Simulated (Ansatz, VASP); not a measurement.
# One calculation of VCrC2, two programs

The input INCAR:

```
SYSTEM = VCrC2
ALGO = Normal ; EDIFF = 1E-6
EDIFFG = -0.04 ; ENCUT = 600
GGA = PE ; IBRION = 2
ISIF = 3 ; ISMEAR = 0
ISPIN = 2 ; LASPH = .True.
LCHARG = .False. ; LMAXMIX = 4
LORBIT = 11 ; LREAL = .False.
LWAVE = .False. ; MAGMOM = 2 -3 0 0
NELM = 150 ; NSW = 90
PREC = Accurate ; SIGMA = 0.1
```

KPOINTS

```
k-points
0
Gamma
  6 6 4
  0 0 0
```

The input POSCAR:

```
VCrC2
1.0
    3.6586133300      0.0000000000      0.0000000000
   -1.8293066700      3.1684520900      0.0000000000
    0.0000000000      0.0000000000      4.6132974900
V Cr C
1 1 2
Direct
    0.0000000000      0.0000000000      0.0000000000
    0.0000000000      0.0000000000      0.5000000000
    0.3333333300      0.6666666700      0.0000000000
    0.6666666700      0.3333333300      0.0000000000
```

Input for Ansatz:

```yaml
crystal:
  lattice:
    - [3.65861333, 0.0, 0.0]
    - [-1.82930667, 3.16845209, 0.0]
    - [0.0, 0.0, 4.61329749]
  atoms:
    - { symbol: V, position: [0.0, 0.0, 0.0], spin: 2.0 }
    - { symbol: Cr, position: [0.0, 0.0, 0.5], spin: -3.0 }
    - { symbol: C, position: [0.33333333, 0.66666667, 0.0] }
    - { symbol: C, position: [0.66666667, 0.33333333, 0.0] }
basis:
  ecutwfc: 420
kpoints:
  mp_grid: { grid: [6, 6, 4] }
hamiltonian:
  xc: pbe
scf:
  occupations: { method: gaussian, width: 0.1 }
  lower_state_search: "off"
output:
  forces: true
  stress: true
  eigenvalues: true
  populations: true
magnetization:
  spin_polarized: true
relax:
  adjacent_minimum: "off"
  f_tol: 0.04
  max_steps: 70
  cell: { stress_tol: 0.4 }
```

Alike in both runs: task relaxation of cell and atoms; functional PBE; k mesh 6 × 6 × 4; occupations gaussian, width 0.1 eV; collinear spin.

|  | VASP | Ansatz |
| --- | --- | --- |
| version | VASP 6.6.1 | Ansatz 0.2.0 |
| potentials or method | VASP PAW PBE potentials, release 64 (V_sv, Cr_pv, C), cutoff 600 eV | scalar-relativistic, plane waves, PAW |
| valence electrons in the cell | 33 | 35 |

Ansatz gave:

- gap on the k mesh at the Fermi level, each at its own relaxed structure (eV): none
- net moment per atom (μB): 1.02
- size of the moment on the site where the two differ most (μB): 3.78
- relaxed volume (Å³/atom): 14.36
- relaxed cell length with the largest relative difference (Å): 5.256

Task: What did VASP give for the same quantities?

Result: gap on the k mesh at the Fermi level, each at its own relaxed structure (eV): none; net moment per atom (μB): 1.02; size of the moment on the site where the two differ most (μB): 3.93; relaxed volume (Å³/atom): 14.38; relaxed cell length with the largest relative difference (Å): 5.259.

Site moments also hang on the region over which each program counts them. A gap of «none» marks a metal or a gap that the smearing closes. VASP's potentials hold 33 valence electrons a cell and Ansatz's 35, so a difference there can come from the potentials and not from the codes.
